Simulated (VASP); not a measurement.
# PbS (NiAs type) (P6_3/mmc) in VASP: notebook

PbS (NiAs type) is run at these levels: PBE; tasks: single point.

Everything below comes from runs of VASP 6.6.1. Logs are shortened: lines on timing, memory, paths and dates and some standing lists are left out, and cuts for length are marked.

### Step 1. The cell of the first run

Symmetry: P6_3/mmc, No. 194, hexagonal system. Conventional cell: a = 4.019 Å, b = 4.019 Å, c = 7.276 Å, α = 90.00°, β = 90.00°, γ = 120.00°. Pb (site symmetry -3m) has 6 S at 2.95 Å and 2 Pb at 3.64 Å within 3.9 Å. S (site symmetry -6m2) has 6 Pb at 2.95 Å within 3.9 Å.

### Step 2. Single point, PBE

Contents of INCAR:

```
SYSTEM = PbS
ALGO = Normal ; EDIFF = 1E-6
ENCUT = 520 ; GGA = PE
ISIF = 2 ; ISMEAR = -1
LASPH = .TRUE. ; LCHARG = .FALSE.
LREAL = .FALSE. ; LWAVE = .FALSE.
NBANDS = 28 ; NELM = 100
PREC = Accurate ; SIGMA = 0.08
```

Contents of KPOINTS:

```
k-points
0
G
  9 9 5
  0 0 0
```

Contents of POSCAR:

```
PbS
1.0
    4.0190029644      0.0000000000      0.0000000000
   -2.0095014822      3.4805586651      0.0000000000
    0.0000000000      0.0000000000      7.2759128515
Pb S
2 2
Direct
    0.0000000000      0.0000000000      0.0000000000
    0.0000000000      0.0000000000      0.5000000000
    0.3333333333      0.6666666667      0.2500000000
    0.6666666667      0.3333333333      0.7500000000
```

Potentials or basis: VASP PAW PBE potentials, release 64 (Pb_d, S).

Run with:

```sh
$ cat potpaw_PBE.64/Pb_d/POTCAR potpaw_PBE.64/S/POTCAR > POTCAR
$ mpirun -np 1 vasp_std > vasp.out
```

OUTCAR:

```text
SYSTEM = PbS
   EDIFF = 1E-6
   ENCUT = 520
   GGA = PE
   ISIF = 2
   ISMEAR = -1
   LASPH = .TRUE.
   LREAL = .FALSE.
   NELM = 100
   PREC = Accurate

 ion  position               nearest neighbor table
   1  0.000  0.000  0.000-   3 2.95   4 2.95   4 2.95   3 2.95   4 2.95   3 2.95   2 3.64   2 3.64

   2  0.000  0.000  0.500-   3 2.95   4 2.95   4 2.95   3 2.95   4 2.95   3 2.95   1 3.64   1 3.64

   3  0.333  0.667  0.250-   1 2.95   2 2.95   1 2.95   2 2.95   1 2.95   2 2.95
   4  0.667  0.333  0.750-   1 2.95   2 2.95   1 2.95   2 2.95   1 2.95   2 2.95

  LATTYP: Found a hexagonal cell.
 ALAT       =     4.0190029644
 C/A-ratio  =     1.8103775777

  Lattice vectors:

 A1 = (   4.0190029644,   0.0000000000,   0.0000000000)
 A2 = (  -2.0095014822,   3.4805586651,   0.0000000000)
 A3 = (   0.0000000000,   0.0000000000,   7.2759128515)

Analysis of symmetry for initial positions (statically):
=====================================================================
 Subroutine PRICEL returns:
 Original cell was already a primitive cell.

 Routine SETGRP: Setting up the symmetry group for a
 hexagonal supercell.

 Subroutine GETGRP returns: Found 24 space group operations
 (whereof 12 operations were pure point group operations)
 out of a pool of 24 trial point group operations.

The static configuration has the point symmetry D_3d.
 The point group associated with its full space group is D_6h.

Analysis of symmetry for dynamics (positions and initial velocities):
=====================================================================
 Subroutine PRICEL returns:
 Original cell was already a primitive cell.

 Routine SETGRP: Setting up the symmetry group for a
 hexagonal supercell.

 Subroutine GETGRP returns: Found 24 space group operations
 (whereof 12 operations were pure point group operations)
 out of a pool of 24 trial point group operations.

The dynamic configuration has the point symmetry D_3d.
 The point group associated with its full space group is D_6h.

 Subroutine INISYM returns: Found 24 space group operations
 (whereof 12 operations are pure point group operations),
 and found     1 'primitive' translations

----------------------------------------------------------------------------------------

                                     Primitive cell

  volume of cell :     101.7782

  direct lattice vectors                    reciprocal lattice vectors
     4.019002964  0.000000000  0.000000000     0.248817930  0.143655099  0.000000000
    -2.009501482  3.480558665  0.000000000     0.000000000  0.287310198  0.000000000
     0.000000000  0.000000000  7.275912852     0.000000000  0.000000000  0.137439799

  length of vectors
     4.019002964  4.019002964  7.275912852     0.287310198  0.287310198  0.137439799

  position of ions in fractional coordinates (direct lattice)
     0.000000000  0.000000000  0.000000000
     0.000000000  0.000000000  0.500000000
     0.333333333  0.666666667  0.250000000
     0.666666667  0.333333333  0.750000000

  ion indices of the primitive-cell ions
   primitive index   ion index
                 1           1
                 2           2
                 3           3
                 4           4

----------------------------------------------------------------------------------------

 KPOINTS: k-points

Automatic generation of k-mesh.
 Grid dimensions read from file:
 generate k-points for:    9    9    5

 Generating k-lattice:

  Cartesian coordinates                     Fractional coordinates (reciprocal lattice)
     0.027646437  0.015961678  0.000000000     0.111111111  0.000000000  0.000000000
     0.000000000  0.031923355  0.000000000     0.000000000  0.111111111  0.000000000
     0.000000000  0.000000000  0.027487960     0.000000000  0.000000000  0.200000000

  Length of vectors
     0.031923355  0.031923355  0.027487960

  Shift w.r.t. Gamma in fractional coordinates (k-lattice)
     0.000000000  0.000000000  0.000000000

 Subroutine IBZKPT returns following result:
 ===========================================

 Found     36 irreducible k-points:

 Following reciprocal coordinates:
            Coordinates               Weight
  0.000000  0.000000  0.000000      1.000000
  0.111111  0.000000  0.000000      6.000000
  0.222222  0.000000  0.000000      6.000000
  0.333333  0.000000  0.000000      6.000000
  0.444444  0.000000  0.000000      6.000000
  0.111111  0.111111  0.000000      6.000000
[... 16 lines left out ...]
  0.333333  0.222222  0.200000     24.000000
  0.333333  0.333333  0.200000      4.000000
 [... further k-points ...]
   k-points           NKPTS =     36   k-points in BZ     NKDIM =     36   number of bands    NBANDS=     28
   number of dos      NEDOS =    301   number of ions     NIONS =      4
   total plane-waves  NPLWV =  48600
   dimension x,y,z NGX =    30 NGY =   30 NGZ =   54
   dimension x,y,z NGXF=    60 NGYF=   60 NGZF=  108
   ions per type =               2   2
   NGX,Y,Z   is equivalent  to a cutoff of  12.41, 12.41, 12.34 a.u.
   NGXF,Y,Z  is equivalent  to a cutoff of  24.82, 24.82, 24.68 a.u.
 SYSTEM =  PbS
   PREC   = accura    normal or accurate (medium, high low for compatibility)
   ISTART =      0    job   : 0-new  1-cont  2-samecut
   ICHARG =      2    charge: 1-file 2-atom 10-const
   ISPIN  =      1    spin polarized calculation?
   LNONCOLLINEAR =      F non collinear calculations
   LSORBIT =      F    spin-orbit coupling
   LASPH  =      T    aspherical Exc in radial PAW
   ENCUT  =  520.0 eV  38.22 Ry    6.18 a.u.   7.47  7.47 13.53*2*pi/ulx,y,z
   NELM   =    100;   NELMIN=  2; NELMDL= -5     # of ELM steps
   EDIFF  = 0.1E-05   stopping-criterion for ELM
   LREAL  =      F    real-space projection
   EDIFFG = 0.1E-04   stopping-criterion for IOM
   NSW    =      0    number of steps for IOM
   IBRION =     -1    ionic relax: 0-MD 1-quasi-New 2-CG
   NFREE  =      0    steps in history (QN), initial steepest desc. (CG)
   ISIF   =      2    stress and relaxation
   ISYM   =      2    0-nonsym 1-usesym 2-fastsym
   POTIM  = 0.5000    time-step for ionic-motion
   TEBEG  =    0.0;   TEEND  =   0.0 temperature during run
   PSTRESS=    0.0 pullay stress
   NELECT =      40.0000    total number of electrons
   NUPDOWN=      -1.0000    fix difference up-down
   EMIN   =  10.00;   EMAX   =-10.00  energy-range for DOS
   EFERMI =   0.00;   METHOD = LEGACY
   ISMEAR =    -1;   SIGMA  =   0.08  broadening in eV -4-tet -1-fermi 0-gaus
   EFERMI_NEDOS =   21; number of points for ismear=-14 and -15
   IALGO  =     38    algorithm
   IMIX   =      4    mixing-type and parameters
     AMIX     =   0.40;   BMIX     =  1.00
     AMIX_MAG =   1.60;   BMIX_MAG =  1.00
  volume/ion in A,a.u.               =      25.44       171.71
  Fermi-wavevector in a.u.,A,eV,Ry     =   1.199158  2.266081 19.564919  1.437981
  Thomas-Fermi vector in A             =   2.335028
   LORBIT       =      0    0 simple, 1 ext, 2 COOP (PROOUT), +10 PAW based schemes
   GGA     = PE    functional components
   LHFCALC =     F    Hartree Fock is set to
   AEXX    =    0.0000 exact exchange contribution
   IVDW    =     0    specifies the selected vdW correction
   LEPSILON=     F    determine dielectric tensor
   LRPA    =     F    only Hartree local field effects (RPA)
 non-spin polarized calculation
  energy-cutoff  :      520.00
  volume of cell :      101.78
 maximum number of plane-waves:      2767
 NGX is ok and might be reduce to    30
   NGX = 15   NGY = 15   NGZ = 27

 number of electron      40.0000005 magnetization

 Free energy of the ion-electron system (eV)
  ---------------------------------------------------
  ext. energy  EPLUGINS =         0.00000000
  ---------------------------------------------------
  free energy    TOTEN  =       -17.19057922 eV

  energy without entropy =      -17.18775776  energy(sigma->0) =      -17.18916849

 E-fermi :   6.4167     XC(G=0):  -9.7918

 val. band max:        6.3464847591   @ k =   0.3333   0.3333   0.0000
 cond. band min:       6.4958089279   @ k =   0.4444   0.0000   0.0000
 fundamental gap:      0.1493241688
 Fermi energy:         6.4166701077

 k-point     1 :       0.0000    0.0000    0.0000
  band No.  band energies     occupation
      1     -10.8899      2.00000
      2     -10.8207      2.00000
      3     -10.8207      2.00000
      4     -10.8016      2.00000
      5     -10.8016      2.00000
      6     -10.7800      2.00000
[... 20 lines left out ...]
     27      12.0984      0.00000
     28      13.7242      0.00000

 k-point     2 :       0.1111    0.0000    0.0000
  band No.  band energies     occupation
      1     -10.8859      2.00000
      2     -10.8331      2.00000
      3     -10.8133      2.00000
      4     -10.8037      2.00000
      5     -10.7932      2.00000
      6     -10.7883      2.00000
[... 20 lines left out ...]
     27      12.1308      0.00000
     28      12.4612      0.00000

 k-point     3 :       0.2222    0.0000    0.0000
  band No.  band energies     occupation
      1     -10.8807      2.00000
      2     -10.8688      2.00000
      3     -10.8107      2.00000
      4     -10.8015      2.00000
      5     -10.7988      2.00000
      6     -10.7734      2.00000
[... 20 lines left out ...]
     27      11.8054      0.00000
     28      13.1304      0.00000

 k-point     4 :       0.3333    0.0000    0.0000
  band No.  band energies     occupation
      1     -10.9231      2.00000
      2     -10.8661      2.00000
      3     -10.8205      2.00000
      4     -10.8035      2.00000
      5     -10.8013      2.00000
      6     -10.7523      2.00000
[... 578 lines left out ...]
     27      11.9323      0.00000
     28      13.8621      0.00000

 k-point    23 :       0.3333    0.2222    0.2000
  band No.  band energies     occupation
      1     -10.9089      2.00000
      2     -10.8421      2.00000
      3     -10.8358      2.00000
      4     -10.8006      2.00000
      5     -10.7895      2.00000
      6     -10.7581      2.00000
[... 20 lines left out ...]
     27      12.6705      0.00000
     28      14.2182      0.00000

 k-point    24 :       0.3333    0.3333    0.2000
  band No.  band energies     occupation
      1     -10.8783      2.00000
      2     -10.8783      2.00000
      3     -10.8322      2.00000
      4     -10.7785      2.00000
      5     -10.7785      2.00000
      6     -10.7721      2.00000
[... 20 lines left out ...]
     27      13.6509      0.00000
     28      13.6509      0.00000

 [... further k-points ...]
[... 5 lines left out ...]
  --------------------------------------------------------------------------------------
  -------------------------------------------------------------------------------------
  Total        2.8122311      2.8122311      2.8033465      0.0000000      0.0000000      0.0000000
  in kB       44.2697246     44.2697246     44.1298641      0.0000000      0.0000000      0.0000000
  external PRESSURE =      44.2231045 kB  Pullay stress =       0.0000000 kB

 VOLUME and BASIS-vectors are now :
 -----------------------------------------------------------------------------
  energy-cutoff  :      520.00
  volume of cell :      101.78
      direct lattice vectors                 reciprocal lattice vectors
     4.019002964  0.000000000  0.000000000     0.248817930  0.143655099  0.000000000
    -2.009501482  3.480558665  0.000000000     0.000000000  0.287310198  0.000000000
     0.000000000  0.000000000  7.275912852     0.000000000  0.000000000  0.137439799

 POSITION                                       TOTAL-FORCE (eV/Angst)
 -----------------------------------------------------------------------------------
      0.00000      0.00000      0.00000         0.000000      0.000000     -0.000000
      0.00000      0.00000      3.63796         0.000000      0.000000     -0.000000
     -0.00000      2.32037      1.81898        -0.000000      0.000000      0.000000
      2.00950      1.16019      5.45693        -0.000000     -0.000000      0.000000
 -----------------------------------------------------------------------------------
    total drift:                               -0.000000      0.000000      0.000000

  FREE ENERGIE OF THE ION-ELECTRON SYSTEM (eV)
  ---------------------------------------------------
  free  energy   TOTEN  =       -17.1905792178 eV

  energy  without entropy=      -17.1877577648  energy(sigma->0) =      -17.18916849
```

Run time: 41 s. Hardware: 1 thread of Intel Xeon 6975P-C (Granite Rapids), shared host; peak memory 0.25 GiB.

What came out:

```
Free energy            : -17.1906 eV
Pressure               : 4.4 GPa
Band gap on the k mesh : zero (band 20 reaches 6.58 eV, above the bottom of band 21 at 6.50 eV)
```

Levels at points of the mesh, in eV from the Fermi level:
| k point | band 16 | band 17 | band 18 | band 19 | band 20 | band 21 | band 22 | band 23 | band 24 | band 25 |
| --- | --- | --- | --- | --- | --- | --- | --- | --- | --- | --- |
| (0.00, 0.00, 0.00) | -2.32 | -2.32 | -1.85 | -1.85 | 0.16 | 0.33 | 3.18 | 3.18 | 3.67 | 3.67 |

Caveat: spin-orbit coupling is left out, which moves the levels of the heavy elements.

### Step 3. Single point, PBE

Contents of INCAR:

```
ALGO     = Normal         # electronic algorithm
EDIFF    = 1E-7           # SCF threshold, eV
ENCUT    = 520            # plane-wave cutoff, eV
GGA      = PE             # functional
ISIF     = 2              # what is computed and relaxed
ISMEAR   = -1             # smearing method
LASPH    = T              # aspherical terms in the spheres
LCHARG   = F              # write CHGCAR
LREAL    = F              # projectors in reciprocal space
LWAVE    = F              # write WAVECAR
NBANDS   = 28             # bands
NELM     = 60             # most SCF steps
PREC     = Accurate       # precision mode
SIGMA    = 0.08           # smearing width, eV
```

Contents of KPOINTS:

```
k-points
0
Gamma
  9 9 5
```

POSCAR is that of step 2.

Potentials or basis: VASP PAW PBE potentials, release 64 (Pb_d, S).

Run with:

```sh
$ cat potpaw_PBE.64/Pb_d/POTCAR potpaw_PBE.64/S/POTCAR > POTCAR
$ mpirun -np 1 vasp_std > vasp.out
```

Wall time 45 s (1 thread of Intel Xeon 6975P-C (Granite Rapids), shared host); peak memory 0.25 GiB.

It converged, with:

| Property | Result |
| --- | --- |
| Free energy | -17.1906 eV |
| Pressure | 4.4 GPa |
| Band gap on the k mesh | zero (band 20 reaches 6.58 eV, above the bottom of band 21 at 6.50 eV) |

Levels at points of the mesh, in eV from the Fermi level:
```tsv
k point	band 18	band 19	band 20	band 21	band 22	band 23
(0.00, 0.00, 0.00)	-1.85	-1.85	0.16	0.33	3.18	3.18
```

Caveat: spin-orbit coupling is left out, which moves the levels of the heavy elements.

### Step 4. Single point, PBE

This run uses another cell than the first one, of 30.14 Å³/atom, 1.184 times its volume.

Contents of INCAR:

```
SYSTEM = PbS
ALGO     = Normal         ! electronic algorithm
EDIFF    = 1E-6           ! SCF threshold, eV
ENCUT    = 520            ! plane-wave cutoff, eV
GGA      = PE             ! functional
ISIF     = 2              ! what is computed and relaxed
ISMEAR   = -1             ! smearing method
LASPH    = .True.         ! aspherical terms in the spheres
LCHARG   = .False.        ! write CHGCAR
LREAL    = .False.        ! projectors in reciprocal space
LWAVE    = .False.        ! write WAVECAR
NBANDS   = 28             ! bands
NELM     = 80             ! most SCF steps
PREC     = Accurate       ! precision mode
SIGMA    = 0.08           ! smearing width, eV
```

Contents of KPOINTS:

```
k-points
0
Gamma
  9 9 5
  0 0 0
```

Contents of POSCAR:

```
PbS
1.0
    4.8773116698      0.0000000000      0.0000000000
   -2.4386558349      4.2238758082      0.0000000000
    0.0000000000      0.0000000000      5.8514442629
Pb S
2 2
Direct
    0.3333333333      0.6666666667     -0.0619962144
    0.6666666667      0.3333333333      0.4380037856
    0.3333333333      0.6666666667      0.4379962144
    0.6666666667      0.3333333333      0.9379962144
```

Run with:

```sh
$ cat potpaw_PBE.64/Pb_d/POTCAR potpaw_PBE.64/S/POTCAR > POTCAR
$ mpirun -np 1 vasp_std > vasp.out
```

It took 41 s on 1 thread of Intel Xeon 6975P-C (Granite Rapids), shared host; peak memory 0.29 GiB.

It converged, with:

| Item | Value |
| --- | --- |
| Free energy | -17.0948 eV |
| Pressure | 4.4 GPa |
| Band gap on the k mesh | 1.64 eV, indirect (least direct gap 1.87 eV) |

Levels at points of the mesh, in eV from the valence-band top:
```
           k point  band 16  band 17  band 18  band 19  band 20  band 21  band 22  band 23  band 24  band 25
(0.00, 0.00, 0.00)    -3.27    -3.27    -2.05    -2.01    -2.01     2.03     2.03     3.53     3.53     5.12
```

Caveat: spin-orbit coupling is left out, which moves the levels of the heavy elements. A k mesh can miss the band edges.
